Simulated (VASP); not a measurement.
# WS2 in VASP: further runs

Aim: see how the results for WS2 move with the level of theory and the settings. Levels: PBEsol, PBE-based screened hybrid with 25 % exact exchange. Tasks: single point.

Everything below comes from runs of VASP 6.6.1. Logs are shortened: lines on timing, memory, paths and dates and some standing lists are left out, and cuts for length are marked.

## Step 1: The cell of the first run

The cell holds a slab with vacuum, 3 atoms: a = 3.184 Å, b = 3.184 Å, c = 16.951 Å, α = 90.00°, β = 90.00°, γ = 120.00°.

## Step 2: Single point, PBEsol, non-collinear spin, zero start, spin-orbit coupling

Input file INCAR:

```
SYSTEM = WS2
PREC     = Accurate       ! precision mode
ENCUT    = 500            ! plane-wave cutoff, eV
EDIFF    = 1E-6           ! SCF threshold, eV
ISMEAR   = -1             ! smearing method
SIGMA    = 0.05           ! smearing width, eV
LREAL    = .FALSE.        ! projectors in reciprocal space
LASPH    = .TRUE.         ! aspherical terms in the spheres
NELM     = 200            ! most SCF steps
ALGO     = Normal         ! electronic algorithm
ISIF     = 2              ! what is computed and relaxed
LWAVE    = .FALSE.        ! write WAVECAR
LCHARG   = .FALSE.        ! write CHGCAR
MAGMOM   = 0 0 0 0 0 0 0 0 0 ! initial moments
LORBIT   = 11             ! projections on sites
LSORBIT  = .TRUE.         ! spin-orbit coupling
GGA_COMPAT= .FALSE.      
LORBMOM  = .TRUE.       
LMAXMIX  = 4              ! l up to which the mixer works
GGA      = PS             ! functional
NBANDS   = 39             ! bands
```

Input file KPOINTS:

```
regular mesh
0
G
  8 8 2
  0 0 0
```

Input file POSCAR:

```
WS2
1.0
    3.1835163552      0.0000000000      0.0000000000
   -1.5917581776      2.7570060369      0.0000000000
    0.0000000000      0.0000000000     16.9505778900
W S
1 2
Direct
    0.0000000000      0.0000000000      0.0000000000
    0.3333333333      0.6666666667      0.0920005100
    0.3333333333      0.6666666667      0.9079994900
```

Potentials or basis: VASP PAW PBE potentials, release 64 (W_sv, S).

Run with:

```
$ cat potpaw_PBE.64/W_sv/POTCAR potpaw_PBE.64/S/POTCAR > POTCAR
$ mpirun -np 1 vasp_ncl > vasp.out
```

OUTCAR:

```text
SYSTEM = WS2
   PREC = Accurate
   ENCUT = 500
   EDIFF = 1E-6
   ISMEAR = -1
   LREAL = .FALSE.
   LASPH = .TRUE.
   NELM = 200
   ISIF = 2
   LORBIT = 11
   LSORBIT = .TRUE.
   GGA = PS

 ion  position               nearest neighbor table
   1  0.000  0.000  0.000-   2 2.41   3 2.41   2 2.41   3 2.41   2 2.41   3 2.41
   2  0.333  0.667  0.092-   1 2.41   1 2.41   1 2.41
   3  0.333  0.667  0.908-   1 2.41   1 2.41   1 2.41

  LATTYP: Found a hexagonal cell.
 ALAT       =     3.1835163552
 C/A-ratio  =     5.3244827413

  Lattice vectors:

 A1 = (   3.1835163552,   0.0000000000,   0.0000000000)
 A2 = (  -1.5917581776,   2.7570060369,   0.0000000000)
 A3 = (   0.0000000000,   0.0000000000,  16.9505778900)

Analysis of symmetry for initial positions (statically):
=====================================================================
 Subroutine PRICEL returns:
 Original cell was already a primitive cell.

 Routine SETGRP: Setting up the symmetry group for a
 hexagonal supercell.

 Subroutine GETGRP returns: Found 12 space group operations
 (whereof 12 operations were pure point group operations)
 out of a pool of 24 trial point group operations.

The static configuration has the point symmetry D_3h.

Analysis of symmetry for dynamics (positions and initial velocities):
=====================================================================
 Subroutine PRICEL returns:
 Original cell was already a primitive cell.

 Routine SETGRP: Setting up the symmetry group for a
 hexagonal supercell.

 Subroutine GETGRP returns: Found 12 space group operations
 (whereof 12 operations were pure point group operations)
 out of a pool of 24 trial point group operations.

The dynamic configuration has the point symmetry D_3h.

Analysis of structural, dynamic, and magnetic symmetry:
=====================================================================
 Subroutine PRICEL returns:
 Original cell was already a primitive cell.

 Routine SETGRP: Setting up the symmetry group for a
 hexagonal supercell.

 Subroutine GETGRP returns: Found 12 space group operations
 (whereof 12 operations were pure point group operations)
 out of a pool of 24 trial point group operations.

The overall configuration has the point symmetry D_3h.

 Subroutine INISYM returns: Found 12 space group operations
 (whereof 12 operations are pure point group operations),
 and found     1 'primitive' translations

----------------------------------------------------------------------------------------

                                     Primitive cell

  volume of cell :     148.7748

  direct lattice vectors                    reciprocal lattice vectors
     3.183516355  0.000000000  0.000000000     0.314118066  0.181356150  0.000000000
    -1.591758178  2.757006037  0.000000000     0.000000000  0.362712300  0.000000000
     0.000000000  0.000000000 16.950577890     0.000000000  0.000000000  0.058995039

  length of vectors
     3.183516355  3.183516355 16.950577890     0.362712300  0.362712300  0.058995039

  position of ions in fractional coordinates (direct lattice)
     0.000000000  0.000000000  0.000000000
     0.333333333  0.666666667  0.092000510
     0.333333333  0.666666667  0.907999490

  ion indices of the primitive-cell ions
   primitive index   ion index
                 1           1
                 2           2
                 3           3

----------------------------------------------------------------------------------------

 KPOINTS: regular mesh

Automatic generation of k-mesh.
 Grid dimensions read from file:
 generate k-points for:    8    8    2

 Generating k-lattice:

  Cartesian coordinates                     Fractional coordinates (reciprocal lattice)
     0.039264758  0.022669519  0.000000000     0.125000000 -0.000000000  0.000000000
     0.000000000  0.045339037  0.000000000     0.000000000  0.125000000  0.000000000
     0.000000000  0.000000000  0.029497519     0.000000000  0.000000000  0.500000000

  Length of vectors
     0.045339037  0.045339037  0.029497519

  Shift w.r.t. Gamma in fractional coordinates (k-lattice)
     0.000000000  0.000000000  0.000000000

 Subroutine IBZKPT returns following result:
 ===========================================

 Found     30 irreducible k-points:

 Following reciprocal coordinates:
            Coordinates               Weight
  0.000000  0.000000  0.000000      1.000000
  0.125000  0.000000  0.000000      3.000000
 -0.125000  0.000000  0.000000      3.000000
[... 56 lines left out ...]
   EFERMI_NEDOS =   21; number of points for ismear=-14 and -15
   IALGO  =     38    algorithm
   IMIX   =      4    mixing-type and parameters
     AMIX     =   0.40;   BMIX     =  1.00
     AMIX_MAG =   1.60;   BMIX_MAG =  1.00
  volume/ion in A,a.u.               =      49.59       334.66
  Fermi-wavevector in a.u.,A,eV,Ry     =   0.915285  1.729637 11.398226  0.837746
  Thomas-Fermi vector in A             =   2.040009
   LORBIT       =     11    0 simple, 1 ext, 2 COOP (PROOUT), +10 PAW based schemes
   GGA     = PS    functional components
   LHFCALC =     F    Hartree Fock is set to
   AEXX    =    0.0000 exact exchange contribution
   IVDW    =     0    specifies the selected vdW correction
   LEPSILON=     F    determine dielectric tensor
   LRPA    =     F    only Hartree local field effects (RPA)
  energy-cutoff  :      500.00
  volume of cell :      148.77
 maximum number of plane-waves:      7612
   NGX = 11   NGY = 11   NGZ = 61

 number of electron      26.0000000 magnetization       0.0000000      0.0000000      0.0000000

 number of electron      25.9999999 magnetization      -0.0000000     -0.0000000     -0.0000000

 number of electron      25.9999999 magnetization       0.0000000      0.0000000     -0.0000000

 number of electron      25.9999999 magnetization      -0.0000000     -0.0000000      0.0000000

 Free energy of the ion-electron system (eV)
  ---------------------------------------------------
  ext. energy  EPLUGINS =         0.00000000
  ---------------------------------------------------
  free energy    TOTEN  =       -25.99452447 eV

  energy without entropy =      -25.99452447  energy(sigma->0) =      -25.99452447

 E-fermi :  -0.2990     XC(G=0):  -4.5508

 val. band max:       -1.2681940347   @ k =   0.0000   0.0000   0.5000
 cond. band min:       0.6948088396   @ k =   0.3750   0.2500   0.5000
 fundamental gap:      1.9630028744
 Fermi energy:        -0.2989790062

 k-point     1 :       0.0000    0.0000    0.0000
  band No.  band energies     occupation
      1     -75.2467      1.00000
      2     -75.2467      1.00000
      3     -45.3096      1.00000
      4     -45.3096      1.00000
      5     -36.6783      1.00000
      6     -36.6783      1.00000
[... 973 lines left out ...]
     37       5.0827      0.00000
     38       5.0982      0.00000

 [... further k-points ...]

 [bands above 38 left out]

------------------------ aborting loop because EDIFF is reached ----------------------------------------

  FORCE on cell =-STRESS in cart. coord.  units (eV):
  Direction    XX          YY          ZZ          XY          YZ          ZX
  --------------------------------------------------------------------------------------
  -------------------------------------------------------------------------------------
  Total       -1.1806548     -1.1806548     -0.2828974      0.0000000      0.0000000      0.0000000
  in kB      -12.7146441    -12.7146441     -3.0465632      0.0000000      0.0000000      0.0000000
  external PRESSURE =      -9.4919505 kB  Pullay stress =       0.0000000 kB

 VOLUME and BASIS-vectors are now :
 -----------------------------------------------------------------------------
  energy-cutoff  :      500.00
  volume of cell :      148.77
      direct lattice vectors                 reciprocal lattice vectors
     3.183516355  0.000000000  0.000000000     0.314118066  0.181356150  0.000000000
    -1.591758178  2.757006037  0.000000000     0.000000000  0.362712300  0.000000000
     0.000000000  0.000000000 16.950577890     0.000000000  0.000000000  0.058995039

 POSITION                                       TOTAL-FORCE (eV/Angst)
 -----------------------------------------------------------------------------------
      0.00000      0.00000      0.00000         0.000000     -0.000000      0.000000
     -0.00000      1.83800      1.55946         0.000000      0.000000     -0.080468
     -0.00000      1.83800     15.39112        -0.000000      0.000000      0.080468
 -----------------------------------------------------------------------------------
    total drift:                                0.000000     -0.000000      0.000000

  FREE ENERGIE OF THE ION-ELECTRON SYSTEM (eV)
  ---------------------------------------------------
  free  energy   TOTEN  =       -25.9945244695 eV

  energy  without entropy=      -25.9945244686  energy(sigma->0) =      -25.99452447

 orbital moment (x)

 # of ion     p       d       tot
 ----------------------------------------
  1         0.000  -0.000  -0.000
  2        -0.000   0.000  -0.000
  3         0.000   0.000   0.000
 ----------------------------------------
            0.000  -0.000   0.000

 orbital moment (y)

 # of ion     p       d       tot
 ----------------------------------------
  1        -0.000  -0.000  -0.000
  2         0.000   0.000   0.000
  3         0.000   0.000   0.000
 ----------------------------------------
            0.000  -0.000   0.000

 orbital moment (z)

 # of ion     p       d       tot
 ----------------------------------------
  1         0.000   0.000   0.000
  2         0.000   0.000   0.000
  3         0.000   0.000   0.000
 ----------------------------------------
            0.000   0.000   0.000

 Spin-Orbit-Coupling matrix elements

 Ion:    1  E_soc:     -1.4964019
 l=   1
     0.0000000    -0.2221939    -0.2230587
    -0.2221939     0.0000000    -0.2221939
    -0.2230587    -0.2221939     0.0000000
 l=   2
     0.0000000    -0.0051209     0.0000000    -0.0051209    -0.0225470
    -0.0051209     0.0000000    -0.0166718    -0.0043800    -0.0051209
     0.0000000    -0.0166718     0.0000000    -0.0166718     0.0000000
    -0.0051209    -0.0043800    -0.0166718     0.0000000    -0.0051209
    -0.0225470    -0.0051209     0.0000000    -0.0051209     0.0000000
 l=   3
     0.0000000     0.0000000     0.0000000     0.0000000     0.0000000     0.0000000     0.0000000
     0.0000000     0.0000000     0.0000000     0.0000000     0.0000000     0.0000000     0.0000000
     0.0000000     0.0000000     0.0000000     0.0000000     0.0000000     0.0000000     0.0000000
     0.0000000     0.0000000     0.0000000     0.0000000     0.0000000     0.0000000     0.0000000
[... 29 lines left out ...]
 l=   2
     0.0000000     0.0000000     0.0000000     0.0000000     0.0000000
     0.0000000     0.0000000     0.0000000     0.0000000     0.0000000
     0.0000000     0.0000000     0.0000000     0.0000000     0.0000000
     0.0000000     0.0000000     0.0000000     0.0000000     0.0000000
     0.0000000     0.0000000     0.0000000     0.0000000     0.0000000
 l=   3
     0.0000000     0.0000000     0.0000000     0.0000000     0.0000000     0.0000000     0.0000000
     0.0000000     0.0000000     0.0000000     0.0000000     0.0000000     0.0000000     0.0000000
     0.0000000     0.0000000     0.0000000     0.0000000     0.0000000     0.0000000     0.0000000
     0.0000000     0.0000000     0.0000000     0.0000000     0.0000000     0.0000000     0.0000000
     0.0000000     0.0000000     0.0000000     0.0000000     0.0000000     0.0000000     0.0000000
     0.0000000     0.0000000     0.0000000     0.0000000     0.0000000     0.0000000     0.0000000
     0.0000000     0.0000000     0.0000000     0.0000000     0.0000000     0.0000000     0.0000000

 total charge

# of ion       s       p       d       tot
------------------------------------------
    1        2.322   6.332   3.397  12.051
    2        1.352   2.344   0.000   3.696
    3        1.352   2.344   0.000   3.696
--------------------------------------------------
tot          5.026  11.020   3.397  19.443

 magnetization (x)

# of ion       s       p       d       tot
------------------------------------------
    1        0.000   0.000   0.000   0.000
    2        0.000   0.000   0.000   0.000
    3        0.000  -0.000   0.000  -0.000
--------------------------------------------------
tot          0.000   0.000   0.000   0.000

 magnetization (y)

# of ion       s       p       d       tot
------------------------------------------
    1       -0.000  -0.000   0.000   0.000
    2        0.000   0.000   0.000   0.000
    3        0.000   0.000   0.000   0.000
--------------------------------------------------
tot          0.000   0.000   0.000   0.000

 magnetization (z)

# of ion       s       p       d       tot
------------------------------------------
    1        0.000   0.000   0.000   0.000
    2        0.000   0.000   0.000   0.000
    3        0.000   0.000   0.000   0.000
--------------------------------------------------
tot          0.000   0.000   0.000   0.000
```

It took 12 min on 1 thread of Intel Xeon Platinum 8488C (Sapphire Rapids), shared host; peak memory 0.66 GiB.

Results:

```
Free energy                                           : -25.9945 eV
Largest force                                         : 0.080 eV/Å
Net moment                                            : 0.00 μB per cell
Valence electrons inside the program's atomic spheres : W 12.05; S 3.70
```

Forces on the atoms (eV/Å):
```
W    0.000  0.000  0.000
S    0.000  0.000 -0.080
S    0.000  0.000  0.080
```

Moments on the atoms (μB; x, y, z):
```
W   0.00 0.00 0.00
S   0.00 0.00 0.00
S   0.00 0.00 0.00
```

Caveat: the PAW data sets were made with another functional, which shifts forces and pressure a little.

## Step 3: Single point, PBE-based screened hybrid with 25 % exact exchange

POSCAR is that of step 2.

Input file INCAR.step1:

```
PREC = Accurate
ENCUT = 520
EDIFF = 1E-5
ISMEAR = -1
SIGMA = 0.05
LREAL = False
LASPH = True
NELM = 60
ALGO = Normal
ISIF = 2
LWAVE = True
NBANDS = 20
GGA = PE
```

Input file INCAR.step2:

```
PREC = Accurate
ENCUT = 520
EDIFF = 1E-6
ISMEAR = -1
SIGMA = 0.05
LREAL = False
LASPH = True
NELM = 60
ALGO = Normal
ISIF = 2
LWAVE = False
LCHARG = True
GGA = PE
LHFCALC = True
AEXX = 0.25
HFSCREEN = 0.3
PRECFOCK = Normal
LELF = True
LVHAR = True
NBANDS = 20
ISTART = 1
```

Input file KPOINTS:

```
Automatic mesh
0
Gamma
  6 6 1
```

Potentials or basis: VASP PAW PBE potentials, release 64 (W_sv, S).

Run with:

```
$ cat potpaw_PBE.64/W_sv/POTCAR potpaw_PBE.64/S/POTCAR > POTCAR
$ cp INCAR.step1 INCAR
$ mpirun -np 1 vasp_std > vasp.out
$ cp INCAR.step2 INCAR
$ mpirun -np 1 vasp_std > vasp.out
```

Run time: 28 min. Hardware: 1 thread of AMD EPYC 7R13, shared host; peak memory 0.35 GiB.

Results (log left out):

| Quantity | Value |
| --- | --- |
| Free energy | -27.2864 eV |
| Largest force | 0.246 eV/Å |
| Band gap on the k mesh | 2.13 eV |

Forces on the atoms (eV/Å):
```
W    0.000  0.000  0.000
S    0.000  0.000 -0.246
S    0.000  0.000  0.246
```

Levels at points of the mesh, in eV from the valence-band top:
```csv
k point,band 9,band 10,band 11,band 12,band 13,band 14,band 15,band 16,band 17,band 18
"(0.00, 0.00, 0.00)",-3.27,-2.40,-1.87,-1.87,-0.03,3.43,3.43,3.58,3.58,5.49
"(0.50, 0.00, 0.00)",-4.99,-3.85,-2.46,-1.54,-1.10,3.35,3.83,4.71,5.48,5.80
```

Caveat: the PAW data sets were made with another functional, which shifts forces and pressure a little; spin-orbit coupling is left out, which moves the levels of the heavy elements.
